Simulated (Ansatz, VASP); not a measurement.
## Na3SF: VASP beside Ansatz

```
CELL_PARAMETERS angstrom
-4.45283 0.00000 0.00000
0.00000 0.00000 -4.45283
0.00000 -8.90565 0.00000
ATOMIC_POSITIONS crystal
Na 0.50000 0.00000 0.00000
Na 0.50000 0.00000 0.50000
Na 0.00000 0.00000 0.75000
Na 0.00000 0.00000 0.25000
Na 0.00000 0.50000 0.00000
Na 0.00000 0.50000 0.50000
S 0.50000 0.50000 0.75000
S 0.50000 0.50000 0.25000
F 0.00000 0.00000 0.00000
F 0.00000 0.00000 0.50000
```

Alike in both runs: task single point; functional PBE; k mesh 4 × 4 × 2; occupations gaussian, width 0.1 eV; no spin polarisation.

```csv
,VASP,Ansatz
version,VASP 6.6.1,Ansatz 0.2.0
potentials or method,"VASP PAW PBE potentials, release 64 (Na_pv, S, F), cutoff 520 eV","scalar-relativistic, plane waves, PAW"
valence electrons in the cell,68,80
```

|  | VASP | Ansatz | Ansatz less VASP |
| --- | --- | --- | --- |
| gap on the k mesh at the Fermi level (eV) | 2.35 | 2.35 | +0.001 |
| least direct gap on the mesh (eV) | 2.46 | 2.47 | +0.002 |
| pressure (GPa) | 0.0 | 0.0 | +0.02 |

With one functional, cell and mesh, what is left measures potentials, basis and numerics. VASP's potentials hold 68 valence electrons a cell and Ansatz's 80, so a difference there can come from the potentials and not from the codes.
